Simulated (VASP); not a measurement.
A run of VASP 6.6.1 is set up as follows.

INCAR

```
SYSTEM = InRh2
ALGO = Normal
EDIFF = 1E-6
ENCUT = 520
GGA = PE
ISIF = 2
ISMEAR = -1
LASPH = .True.
LCHARG = .False.
LREAL = .False.
LWAVE = .False.
NBANDS = 28
NELM = 60
PREC = Accurate
SIGMA = 0.1
```

File KPOINTS:

```
k-points
0
Gamma
  7 7 7
  0 0 0
```

Contents of POSCAR:

```
InRh2
1.0
    0.0000000000      2.8907046600      2.8907046600
    2.8907046600      0.0000000000      2.8907046600
    2.8907046600      2.8907046600      0.0000000000
In Rh
1 2
Direct
    0.0000000000      0.0000000000      0.0000000000
    0.2500000000      0.2500000000      0.2500000000
    0.7500000000      0.7500000000      0.7500000000
```

Potentials or basis: VASP PAW PBE potentials, release 64 (In_d, Rh_pv).

Command:

```bash
$ cat potpaw_PBE.64/In_d/POTCAR potpaw_PBE.64/Rh_pv/POTCAR > POTCAR
$ mpirun -np 1 vasp_std > vasp.out
```

Q: Estimate the pressure.

A: 33.2 GPa.
